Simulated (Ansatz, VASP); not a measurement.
**Two plane-wave programs on Ag**

INCAR

```
SYSTEM = Ag
  ALGO = Fast
  EDIFF = 1E-6
  ENCUT = 520
  GGA = PE
  ISIF = 2
  ISMEAR = 0
  LASPH = .TRUE.
  LCHARG = .FALSE.
  LREAL = .FALSE.
  LWAVE = .FALSE.
  NBANDS = 12
  NELM = 60
  PREC = Accurate
  SIGMA = 0.1
```

The input KPOINTS:

```
k-points
0
G
  18 18 18
  0 0 0
```

File POSCAR:

```
Ag
1.0
   -1.6202230044      1.6202230044      1.6202230044
    1.6202230044     -1.6202230044      1.6202230044
    1.6202230044      1.6202230044     -1.6202230044
Ag
1
Direct
    0.0000000000      0.0000000000      0.0000000000
```

Input for Ansatz:

```yaml
crystal:
  lattice:
    - [-1.6202230044, 1.6202230044, 1.6202230044]
    - [1.6202230044, -1.6202230044, 1.6202230044]
    - [1.6202230044, 1.6202230044, -1.6202230044]
  atoms:
    - { symbol: Ag, position: [0.0, 0.0, 0.0] }
basis:
  ecutwfc: 420
kpoints:
  mp_grid: { grid: [18, 18, 18] }
hamiltonian:
  xc: pbe
scf:
  occupations: { method: gaussian, width: 0.1 }
output:
  forces: true
  stress: true
  eigenvalues: true
```

Alike in both runs: task single point; functional PBE; k mesh 18 × 18 × 18; occupations gaussian, width 0.1 eV; no spin polarisation.

|  | VASP | Ansatz |
| --- | --- | --- |
| version | VASP 6.6.1 | Ansatz 0.2.0 |
| potentials or method | VASP PAW PBE potentials, release 64 (Ag), cutoff 520 eV | scalar-relativistic, plane waves, PAW |
| valence electrons in the cell | 11 | 19 |

```csv
,VASP,Ansatz,Ansatz less VASP
gap on the k mesh at the Fermi level (eV),none,none,-
pressure (GPa),5.7,5.8,+0.13
```

A gap of «none» marks a metal or a gap that the smearing closes. VASP's potentials hold 11 valence electrons a cell and Ansatz's 19, so a difference there can come from the potentials and not from the codes.
